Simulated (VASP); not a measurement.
Wanted: the native input for a VASP 6.6.1 run.

- Task: single point
- Functional: LDA
- Potentials or basis: VASP PAW LDA potentials, release 64 (Al, Nb_sv, C)
- Cutoff: 520 eV
- k mesh: 10 × 10 × 2
- Occupations: fermi-dirac, width 0.1 eV
- Spin: no spin polarisation
- Dipole correction: no
- Further INCAR settings: ALGO = Normal; EDIFF = 1e-06; NBANDS = 43

The structure of Nb2AlC lies in POSCAR:

```
Nb2AlC
1.0
    3.1636611596      0.0000000000      0.0000000000
   -1.5818305798      2.7398109888      0.0000000000
    0.0000000000      0.0000000000     14.1214826390
Al Nb C
2 4 2
Direct
    0.3333333333      0.6666666667      0.7500000000
    0.6666666667      0.3333333333      0.2500000000
    0.3333333333      0.6666666667      0.0897490000
    0.6666666667      0.3333333333      0.5897490000
    0.6666666667      0.3333333333      0.9102510000
    0.3333333333      0.6666666667      0.4102510000
    0.0000000000      0.0000000000      0.0000000000
    0.0000000000      0.0000000000      0.5000000000
```

The input as run:

INCAR

```
  ALGO = Normal
  EDIFF = 1E-6
  ENCUT = 520
  ISIF = 2
  ISMEAR = -1
  LASPH = True
  LCHARG = True
  LELF = True
  LREAL = False
  LVHAR = True
  LWAVE = False
  NBANDS = 43
  NELM = 60
  PREC = Accurate
  SIGMA = 0.1
```

KPOINTS

```
k-points
0
Gamma
  10 10 2
```

Potentials or basis: VASP PAW LDA potentials, release 64 (Al, Nb_sv, C).

Command:

```sh
$ cat potpaw_LDA.64/Al/POTCAR potpaw_LDA.64/Nb_sv/POTCAR potpaw_LDA.64/C/POTCAR > POTCAR
$ mpirun -np 1 vasp_std > vasp.out
```

It gave:

```
Pressure               : -16.1 GPa
Largest force          : 1.152 eV/Å
Band gap on the k mesh : zero (bands 33 and 34 overlap by 2.22 eV)
```

Caveat: the cell stands under tension; forces of over 1 eV/Å act on the atoms, so gaps and moduli don't describe the material at rest.

It took 2.2 min on 1 thread of Intel(R) Xeon(R) Platinum 8488C (Sapphire Rapids), on a shared host, peak memory 0.27 GiB.
